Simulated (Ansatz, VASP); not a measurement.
Se: VASP beside Ansatz

The input INCAR:

```
SYSTEM = Se
PREC = Accurate ; ENCUT = 600
EDIFF = 1E-7 ; ISMEAR = -1
SIGMA = 0.05 ; LREAL = .False.
LASPH = .True. ; NELM = 80
ALGO = Normal ; ISIF = 3
LWAVE = .False. ; LCHARG = .False.
GGA = RE ; IBRION = 2
NSW = 60 ; EDIFFG = -0.01
```

File KPOINTS:

```
Automatic mesh
0
Gamma
  7 7 6
  0 0 0
```

POSCAR

```
Se
1.0
    4.3662000000      0.0000000000      0.0000000000
   -2.1831000000      3.7812401180      0.0000000000
    0.0000000000      0.0000000000      4.9536000000
Se
3
Direct
    0.7746000000      0.7746000000      0.0000000000
    0.0000000000      0.2254000000      0.6666666667
    0.2254000000      0.0000000000      0.3333333333
```

input.yaml

```yaml
crystal:
  lattice:
    - [4.3662, 0.0, 0.0]
    - [-2.1831, 3.781240118, 0.0]
    - [0.0, 0.0, 4.9536]
  atoms:
    - { symbol: Se, position: [0.7746, 0.7746, 0.0] }
    - { symbol: Se, position: [0.0, 0.2254, 0.6666666667] }
    - { symbol: Se, position: [0.2254, 0.0, 0.3333333333] }
hamiltonian:
  xc: revpbe
  pseudopotentials: { kind: paw }
kpoints:
  mp_grid: { grid: [7, 7, 6] }
scf:
  occupations: { method: fermi_dirac, width: 0.05 }
output:
  forces: true
  stress: true
relax:
  f_tol: 0.01
  max_steps: 40
  cell: { stress_tol: 0.05 }
```

Alike in both runs: task relaxation of cell and atoms; functional revPBE; k mesh 7 × 7 × 6; occupations fermi-dirac, width 0.05 eV; no spin polarisation.

|  | VASP | Ansatz |
| --- | --- | --- |
| version | VASP 6.6.1 | Ansatz 0.2.0 |
| potentials or method | VASP PAW PBE potentials, release 64 (Se) | Ansatz PAW |
| plane-wave cutoff (eV) | 600 | 420 |
| valence electrons in the cell | 18 | 48 |

VASP gave:

```
relaxed volume (Å³/atom)                                        : 55.82
relaxed length of the cell vector where the two differ most in proportion (Å) : 6.223
```

Q: Estimate Ansatz's values.

A: Relaxed volume (Å³/atom): 58.54; relaxed length of the cell vector where the two differ most in proportion (Å): 6.372.

VASP's potentials were made for PBE, not for revPBE. VASP's potentials hold 18 valence electrons a cell and Ansatz's 48, so a difference there can come from the potentials and not from the codes.

Noted on VASP's run: the volume moved by over 15 % at a fixed basis, so the end points are rough. Noted on Ansatz's run: the volume moved by over 15 % at a fixed basis, so the end points are rough; odd divisions of the mesh miss points on the zone boundary, where band edges often lie, so the gap on the mesh can be too wide; the plane-wave basis is chosen anew once the cell has moved, so the energies of steps on either side of that aren't comparable.
